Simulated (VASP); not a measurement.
The system is In.

```
CELL_PARAMETERS angstrom
3.47671 0.00000 0.00000
0.00000 3.47671 0.00000
0.00000 0.00000 4.88041
ATOMIC_POSITIONS crystal
In 0.00000 0.50000 0.95071
In 0.50000 0.00000 0.04929
```

The cell was built from a structure type or drawn by symmetry, and may not be a known phase.

| Quantity | Value |
| --- | --- |
| Program | VASP 6.6.1 |
| Task | relaxation of cell and atoms |
| Functional | PBE |
| Potentials or basis | VASP PAW PBE potentials, release 64 (In_d) |
| Cutoff | 600 eV |
| k mesh | 6 × 6 × 4 |
| Occupations | gaussian, width 0.1 eV |
| Spin | no spin polarisation |

At the start: pressure 31.8 GPa; volume 29.50 Å³/atom.

**Question.** Where does the relaxation end?

**Answer.** Over 49 steps the energy falls by 1738.0 meV/atom and the volume is 28.15 Å³/atom (-4.5 %); space group P4/nmm (No. 129, to 0.1 Å) before, I4/mmm (No. 139, to 0.1 Å).

The path:
```
step  energy change (eV)  largest force (eV/Å)  pressure (GPa)  volume (Å³)
   1              0.0000                1.9709           31.80        58.99
   3             -2.5979                0.1013           -0.47        86.22
   5             -2.5984                0.0893           -0.63        86.83
   7             -2.7039                0.1848           -0.88        79.54
   9             -2.2485                0.0171           20.18        46.08
  11             -3.2763                0.0910            1.37        56.28
  13             -3.3038                0.0951            2.01        54.94
  15             -3.3109                0.0983            3.55        53.59
  17             -3.3297                0.1031            2.44        54.53
  19             -3.3522                0.0679           -0.77        59.22
  21             -3.3554                0.0778            0.09        57.90
  23             -3.3561                0.0801           -0.05        57.92
  25             -3.3565                0.0963           -0.26        58.00
  27             -3.3571                0.0879           -0.22        57.96
  29             -3.3581                0.0897           -0.17        57.90
  31             -3.3626                0.0973           -0.10        57.66
  33             -3.3840                0.1509            0.38        56.73
  35             -3.4512                0.0367            2.48        53.07
  37             -3.4586                0.0518            1.99        53.74
  39             -3.4631                0.0016            1.75        53.89
  41             -3.4655                0.0111            1.56        54.14
  43             -3.4756                0.0101            0.09        56.06
  45             -3.4757                0.0146           -0.06        56.40
  47             -3.4757                0.0097            0.05        56.24
  49             -3.4761                0.0102            0.05        56.31
```

Final structure:
```
CELL_PARAMETERS angstrom
4.28702 0.00000 0.00000
0.00000 4.28702 0.00000
0.00000 0.00000 3.06384
ATOMIC_POSITIONS crystal
In 0.00000 0.50000 0.75345
In 0.50000 0.00000 0.24655
```

Caveat: a cell axis changed by over 15 % at a fixed basis, so the end point is rough.
